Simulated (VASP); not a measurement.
Wanted: the native input for a VASP 6.6.1 run.

| Quantity | Value |
| --- | --- |
| Task | single point |
| Functional | PBEsol |
| Potentials or basis | VASP PAW PBE potentials, release 64 (Mg, O) |
| Cutoff | 520 eV |
| k mesh | 10 × 10 × 10 |
| Occupations | gaussian, width 0.05 eV |
| Spin | no spin polarisation |
| Dipole correction | no |
| Further INCAR settings | ALGO = Normal; EDIFF = 1e-06; NBANDS = 11 |

The structure of MgO (Periclase) lies in POSCAR:

```
MgO
1.0
    0.0000000000      2.0191590395      2.0191590395
    2.0191590395      0.0000000000      2.0191590395
    2.0191590395      2.0191590395      0.0000000000
Mg O
1 1
Direct
    0.0000000000      0.0000000000      0.0000000000
    0.5000000000      0.5000000000      0.5000000000
```

This cell differs from its parent crystal: volume scaled by 0.880.

These files were run (other wordings do the same):

INCAR

```
SYSTEM = MgO
PREC = Accurate ; ENCUT = 520
EDIFF = 1E-6 ; ISMEAR = 0
SIGMA = 0.05 ; LREAL = .FALSE.
LASPH = .TRUE. ; NELM = 100
ALGO = Normal ; ISIF = 2
LWAVE = .FALSE. ; LCHARG = .TRUE.
GGA = PS ; LELF = .TRUE.
LVHAR = .TRUE. ; NBANDS = 11
```

KPOINTS

```
regular mesh
0
G
  10 10 10
  0 0 0
```

Potentials or basis: VASP PAW PBE potentials, release 64 (Mg, O).

The run is started by

```sh
$ cat potpaw_PBE.64/Mg/POTCAR potpaw_PBE.64/O/POTCAR > POTCAR
$ mpirun -np 1 vasp_std > vasp.out
```

Results of the run:

```yaml
Pressure: 26.0 GPa
Band_gap_on_the_k_mesh: 5.96 eV, direct
```

Caveat: the PAW data sets were made with another functional, which shifts forces and pressure a little.

Run time: 13 s on 1 thread of AMD EPYC 7R43 64-Core Processor (Zen 3), with other jobs on the host, peak memory 0.11 GiB.
